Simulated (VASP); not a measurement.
# Al3N4 (R-3m) in VASP: relaxation of cell and atoms with PBE

Aim: the relaxation of cell and atoms of Al3N4 with PBE.

All numbers are computed with VASP 6.6.1; they aren't measurements. Logs are shortened: lines on timing, memory, paths and dates and some standing lists are left out, and cuts for length are marked.

### 1 The cell of the first run

The structure is trigonal, space group R-3m (No. 166). The conventional cell has a = 3.024 Å, b = 3.024 Å, c = 24.682 Å, α = 90.00°, β = 90.00°, γ = 120.00°. Within 2.7 Å of Al (site symmetry -3m) lie 6 N at 2.06 Å. Within 2.5 Å of Al (site symmetry 3m) lie 6 N at 1.88 to 2.21 Å. N (site symmetry 3m) has 3 Al at 1.88 Å and 6 N at 2.60 to 2.70 Å within 2.8 Å. N (site symmetry 3m) has 6 Al at 2.06 to 2.21 Å and 6 N at 2.70 to 2.79 Å within 2.8 Å.

### 2 Relaxation of cell and atoms, PBE

Contents of INCAR:

```
SYSTEM = Al3N4
PREC = Accurate
ENCUT = 600
EDIFF = 1E-7
ISMEAR = 0
SIGMA = 0.1
LREAL = .False.
LASPH = .True.
NELM = 100
ALGO = Normal
ISIF = 3
LWAVE = .False.
LCHARG = .False.
GGA = PE
IBRION = 2
NSW = 100
EDIFFG = -0.01
```

Contents of KPOINTS:

```
regular mesh
0
Gamma
  12 12 12
  0 0 0
```

Contents of POSCAR:

```
Al3N4
1.0
    1.5118084812      0.8728430336      8.2273527075
   -1.5118084812      0.8728430336      8.2273527075
    0.0000000000     -1.7456860672      8.2273527075
Al N
3 4
Direct
    0.0000000000      0.0000000000      0.0000000000
    0.5674794694      0.5674794694      0.5674794694
    0.4325205306      0.4325205306      0.4325205306
    0.8723498840      0.8723498840      0.8723498840
    0.1276501160      0.1276501160      0.1276501160
    0.7106963705      0.7106963705      0.7106963705
    0.2893036295      0.2893036295      0.2893036295
```

Potentials or basis: VASP PAW PBE potentials, release 64 (Al, N).

Command:

```console
cat potpaw_PBE.64/Al/POTCAR potpaw_PBE.64/N/POTCAR > POTCAR
mpirun -np 1 vasp_std > vasp.out
```

OUTCAR:

```text
SYSTEM = Al3N4
   PREC = Accurate
   ENCUT = 600
   EDIFF = 1E-7
   ISMEAR = 0
   LREAL = .False.
   LASPH = .True.
   NELM = 100
   ISIF = 3
   GGA = PE
   IBRION = 2
   NSW = 100
   EDIFFG = -0.01

 ion  position               nearest neighbor table
   1  0.000  0.000  0.000-   6 2.06   6 2.06   7 2.06   7 2.06   6 2.06   7 2.06   3 3.01   2 3.01
                             3 3.01   2 3.01   3 3.01   2 3.01
   2  0.567  0.567  0.567-   4 1.88   4 1.88   4 1.88   7 2.21   7 2.21   7 2.21   1 3.01   1 3.01
                             1 3.01   3 3.33
   3  0.433  0.433  0.433-   5 1.88   5 1.88   5 1.88   6 2.21   6 2.21   6 2.21   1 3.01   1 3.01
                             1 3.01   2 3.33
   4  0.872  0.872  0.872-   2 1.88   2 1.88   2 1.88
   5  0.128  0.128  0.128-   3 1.88   3 1.88   3 1.88
   6  0.711  0.711  0.711-   1 2.06   1 2.06   1 2.06   3 2.21   3 2.21   3 2.21
   7  0.289  0.289  0.289-   1 2.06   1 2.06   1 2.06   2 2.21   2 2.21   2 2.21

  LATTYP: Found a trigonal (rhomboedric) cell.
 ALAT       =     8.4105143968
 COS(alpha) =     0.9353782919

  Lattice vectors:

 A1 = (   1.5118084812,   0.8728430336,   8.2273527075)
 A2 = (  -1.5118084812,   0.8728430336,   8.2273527075)
 A3 = (   0.0000000000,  -1.7456860672,   8.2273527075)

Analysis of symmetry for initial positions (statically):
=====================================================================
 Subroutine PRICEL returns:
 Original cell was already a primitive cell.

 Routine SETGRP: Setting up the symmetry group for a
 trigonal (rhombohedral) supercell.

 Subroutine GETGRP returns: Found 12 space group operations
 (whereof 12 operations were pure point group operations)
 out of a pool of 12 trial point group operations.

The static configuration has the point symmetry D_3d.

Analysis of symmetry for dynamics (positions and initial velocities):
=====================================================================
 Subroutine PRICEL returns:
 Original cell was already a primitive cell.

 Routine SETGRP: Setting up the symmetry group for a
 trigonal (rhombohedral) supercell.

 Subroutine GETGRP returns: Found 12 space group operations
 (whereof 12 operations were pure point group operations)
 out of a pool of 12 trial point group operations.

The dynamic configuration has the point symmetry D_3d.

 Subroutine INISYM returns: Found 12 space group operations
 (whereof 12 operations are pure point group operations),
 and found     1 'primitive' translations

----------------------------------------------------------------------------------------

                                     Primitive cell

  volume of cell :      65.1395

  direct lattice vectors                    reciprocal lattice vectors
     1.511808481  0.872843034  8.227352707     0.330729723  0.190946895  0.040515260
    -1.511808481  0.872843034  8.227352707    -0.330729723  0.190946895  0.040515260
     0.000000000 -1.745686067  8.227352707     0.000000000 -0.381893789  0.040515260

  length of vectors
     8.410514397  8.410514397  8.410514397     0.384036915  0.384036915  0.384036915

  position of ions in fractional coordinates (direct lattice)
     0.000000000  0.000000000  0.000000000
     0.567479469  0.567479469  0.567479469
     0.432520531  0.432520531  0.432520531
     0.872349884  0.872349884  0.872349884
     0.127650116  0.127650116  0.127650116
     0.710696371  0.710696371  0.710696371
     0.289303629  0.289303629  0.289303629

  ion indices of the primitive-cell ions
   primitive index   ion index
                 1           1
                 2           2
                 3           3
                 4           4
                 5           5
                 6           6
                 7           7

----------------------------------------------------------------------------------------

 KPOINTS: regular mesh

Automatic generation of k-mesh.
 Grid dimensions read from file:
 generate k-points for:   12   12   12

 Generating k-lattice:

  Cartesian coordinates                     Fractional coordinates (reciprocal lattice)
     0.027560810  0.015912241  0.003376272     0.083333333  0.000000000  0.000000000
    -0.027560810  0.015912241  0.003376272     0.000000000  0.083333333  0.000000000
     0.000000000 -0.031824482  0.003376272     0.000000000  0.000000000  0.083333333

  Length of vectors
     0.032003076  0.032003076  0.032003076

  Shift w.r.t. Gamma in fractional coordinates (k-lattice)
     0.000000000  0.000000000  0.000000000

 Subroutine IBZKPT returns following result:
 ===========================================

 Found    189 irreducible k-points:

 Following reciprocal coordinates:
            Coordinates               Weight
  0.000000  0.000000  0.000000      1.000000
  0.083333 -0.000000  0.000000      6.000000
  0.166667 -0.000000  0.000000      6.000000
  0.250000 -0.000000 -0.000000      6.000000
  0.333333  0.000000 -0.000000      6.000000
  0.416667 -0.000000  0.000000      6.000000
[... 16 lines left out ...]
  0.500000  0.166667  0.000000     12.000000
 -0.416667  0.166667 -0.000000     12.000000
 [... further k-points ...]
   k-points           NKPTS =    189   k-points in BZ     NKDIM =    189   number of bands    NBANDS=     18
   number of dos      NEDOS =    301   number of ions     NIONS =      7
   total plane-waves  NPLWV = 343000
   dimension x,y,z NGX =    70 NGY =   70 NGZ =   70
   dimension x,y,z NGXF=   140 NGYF=  140 NGZF=  140
   ions per type =               3   4
   NGX,Y,Z   is equivalent  to a cutoff of  13.84, 13.84, 13.84 a.u.
   NGXF,Y,Z  is equivalent  to a cutoff of  27.67, 27.67, 27.67 a.u.
 SYSTEM =  Al3N4
   PREC   = accura    normal or accurate (medium, high low for compatibility)
   ISTART =      0    job   : 0-new  1-cont  2-samecut
   ICHARG =      2    charge: 1-file 2-atom 10-const
   ISPIN  =      1    spin polarized calculation?
   LNONCOLLINEAR =      F non collinear calculations
   LSORBIT =      F    spin-orbit coupling
   LASPH  =      T    aspherical Exc in radial PAW
   ENCUT  =  600.0 eV  44.10 Ry    6.64 a.u.  16.80 16.80 16.80*2*pi/ulx,y,z
   NELM   =    100;   NELMIN=  2; NELMDL= -5     # of ELM steps
   EDIFF  = 0.1E-06   stopping-criterion for ELM
   LREAL  =      F    real-space projection
   EDIFFG = -.1E-01   stopping-criterion for IOM
   NSW    =    100    number of steps for IOM
   IBRION =      2    ionic relax: 0-MD 1-quasi-New 2-CG
   NFREE  =      1    steps in history (QN), initial steepest desc. (CG)
   ISIF   =      3    stress and relaxation
   ISYM   =      2    0-nonsym 1-usesym 2-fastsym
   POTIM  = 0.5000    time-step for ionic-motion
   TEBEG  =    0.0;   TEEND  =   0.0 temperature during run
   PSTRESS=    0.0 pullay stress
   NELECT =      29.0000    total number of electrons
   NUPDOWN=      -1.0000    fix difference up-down
   EMIN   =  10.00;   EMAX   =-10.00  energy-range for DOS
   EFERMI =   0.00;   METHOD = LEGACY
   ISMEAR =     0;   SIGMA  =   0.10  broadening in eV -4-tet -1-fermi 0-gaus
   EFERMI_NEDOS =   21; number of points for ismear=-14 and -15
   IALGO  =     38    algorithm
   IMIX   =      4    mixing-type and parameters
     AMIX     =   0.40;   BMIX     =  1.00
     AMIX_MAG =   1.60;   BMIX_MAG =  1.00
  volume/ion in A,a.u.               =       9.31        62.80
  Fermi-wavevector in a.u.,A,eV,Ry     =   1.250046  2.362245 21.260675  1.562616
  Thomas-Fermi vector in A             =   2.384059
   LORBIT       =      0    0 simple, 1 ext, 2 COOP (PROOUT), +10 PAW based schemes
   GGA     = PE    functional components
   LHFCALC =     F    Hartree Fock is set to
   AEXX    =    0.0000 exact exchange contribution
   IVDW    =     0    specifies the selected vdW correction
   LEPSILON=     F    determine dielectric tensor
   LRPA    =     F    only Hartree local field effects (RPA)
 conjugate gradient relaxation of ions
 non-spin polarized calculation
 Gauss-broadening in eV      SIGMA  =   0.10
  energy-cutoff  :      600.00
  volume of cell :       65.14
 maximum number of plane-waves:      2208
 NGX is ok and might be reduce to    70
   NGX = 33   NGY = 33   NGZ = 33

--------------------------------------- Ionic step        1  -------------------------------------------

 number of electron      29.0000000 magnetization

 Free energy of the ion-electron system (eV)
  ---------------------------------------------------
  ext. energy  EPLUGINS =         0.00000000
  ---------------------------------------------------
  free energy    TOTEN  =       -46.15728446 eV

  energy without entropy =      -46.14001349  energy(sigma->0) =      -46.14864897

------------------------ aborting loop because EDIFF is reached ----------------------------------------

  FORCE on cell =-STRESS in cart. coord.  units (eV):
  Direction    XX          YY          ZZ          XY          YZ          ZX
  --------------------------------------------------------------------------------------
  -------------------------------------------------------------------------------------
  Total       -0.1500182     -0.1500182     -0.1851492      0.0000000      0.0000000      0.0000000
  in kB       -3.6898618     -3.6898618     -4.5539482      0.0000000      0.0000000      0.0000000
  external PRESSURE =      -3.9778906 kB  Pullay stress =       0.0000000 kB
[... 231 lines left out ...]
  energy  without entropy=      -46.1404433133  energy(sigma->0) =      -46.14897677

--------------------------------------- Ionic step        7  -------------------------------------------

 number of electron      29.0000000 magnetization

 Free energy of the ion-electron system (eV)
  ---------------------------------------------------
  ext. energy  EPLUGINS =         0.00000000
  ---------------------------------------------------
  free energy    TOTEN  =       -46.15754067 eV

  energy without entropy =      -46.14044886  energy(sigma->0) =      -46.14899476

 E-fermi :   7.2998     XC(G=0): -11.6039

 val. band max:        7.2948133696   @ k =  -0.1667   0.4167   0.1667
 cond. band min:       7.3008494367   @ k =  -0.4167   0.2500   0.1667
 fundamental gap:      0.0060360671
 Fermi energy:         7.2998043695

 k-point     1 :       0.0000    0.0000    0.0000
  band No.  band energies     occupation
      1      -9.4149      2.00000
      2      -8.0604      2.00000
      3      -7.4441      2.00000
      4      -5.2435      2.00000
      5       1.2316      2.00000
      6       5.0119      2.00000
[... 10 lines left out ...]
     17      12.6997      0.00000
     18      12.8485      0.00000
[... 466 lines left out ...]
      2      -6.2876      2.00000
      3      -5.6682      2.00000
      4      -5.5787      2.00000
      5       0.3576      2.00000
      6       1.4194      2.00000
[... 10 lines left out ...]
     17      13.5482      0.00000
     18      15.0584      0.00000

 [... further k-points ...]

------------------------ aborting loop because EDIFF is reached ----------------------------------------

  FORCE on cell =-STRESS in cart. coord.  units (eV):
  Direction    XX          YY          ZZ          XY          YZ          ZX
  --------------------------------------------------------------------------------------
  -------------------------------------------------------------------------------------
  Total       -0.0207264     -0.0207264      0.0250101      0.0000000      0.0000000      0.0000000
  in kB       -0.5110971     -0.5110971      0.6167303      0.0000000      0.0000000      0.0000000
  external PRESSURE =      -0.1351546 kB  Pullay stress =       0.0000000 kB
[... 22 lines left out ...]
  FREE ENERGIE OF THE ION-ELECTRON SYSTEM (eV)
  ---------------------------------------------------
  free  energy   TOTEN  =       -46.1575406676 eV

  energy  without entropy=      -46.1404488558  energy(sigma->0) =      -46.14899476

 reached required accuracy - stopping structural energy minimisation
```

Run time: 1.7 h. Hardware: 1 thread of Intel Xeon Platinum 8488C (Sapphire Rapids), shared host; peak memory 0.84 GiB.

Results:

| Property | Result |
| --- | --- |
| Free energy | -46.1575 eV |
| Relaxed volume | 9.28 Å³/atom |
| Relaxed cell | a = 8.396 Å, b = 8.396 Å, c = 8.396 Å, α = 20.74°, β = 20.74°, γ = 20.74° |
| Space group after relaxing (to 0.1 Å) | R-3m (No. 166) |
| Energy gained by relaxing | 0.0 meV/atom |
| Ionic steps | 7 |
| Pressure after relaxing | 0.0 GPa |
| Largest force after relaxing | 0.009 eV/Å |
| Band gap on the k mesh | zero (an odd number of electrons rules out a gap without spin polarisation) |

Forces in eV/Å, atoms in the order of the input:
```
Al   0.000  0.000  0.000
Al   0.000  0.000 -0.002
Al   0.000  0.000  0.002
N    0.000  0.000 -0.009
N    0.000  0.000  0.009
N    0.000  0.000  0.007
N    0.000  0.000 -0.007
```

Stress tensor (GPa, compression positive):
```
-0.05  0.00  0.00
 0.00 -0.05  0.00
 0.00  0.00  0.06
```

The path:
```csv
step,energy change (eV),largest force (eV/Å),pressure (GPa),volume (Å³)
1,0.0000,0.0221,-0.40,65.14
2,-0.0001,0.0329,0.32,64.92
3,-0.0002,0.0143,0.01,65.02
4,-0.0002,0.0133,0.01,65.00
5,-0.0002,0.0108,-0.01,64.97
6,-0.0002,0.0121,0.00,64.98
7,-0.0003,0.0091,-0.01,64.97
```

Final structure:
```yaml
crystal:
  lattice:
    - [1.51119, 0.87249, 8.21294]
    - [-1.51119, 0.87249, 8.21294]
    - [0.00000, -1.74498, 8.21294]
  atoms:
    - { symbol: Al, position: [0.00000, 0.00000, 0.00000] }
    - { symbol: Al, position: [0.56741, 0.56741, 0.56741] }
    - { symbol: Al, position: [0.43259, 0.43259, 0.43259] }
    - { symbol: N, position: [0.87227, 0.87227, 0.87227] }
    - { symbol: N, position: [0.12773, 0.12773, 0.12773] }
    - { symbol: N, position: [0.71073, 0.71073, 0.71073] }
    - { symbol: N, position: [0.28928, 0.28928, 0.28928] }
```

Levels at points of the mesh, in eV from the Fermi level:
```tsv
k point	band 12	band 13	band 14	band 15	band 16	band 17	band 18
(0.00, 0.00, 0.00)	-0.67	-0.67	-0.09	-0.09	1.61	5.40	5.55
(0.50, 0.00, 0.00)	-2.31	-0.85	-0.75	0.09	0.10	4.65	6.40
(0.50, 0.50, 0.00)	-1.64	-1.63	-0.84	-0.32	0.04	4.58	6.72
(0.50, 0.50, 0.50)	-0.37	-0.23	-0.23	-0.06	0.68	5.57	5.77
```
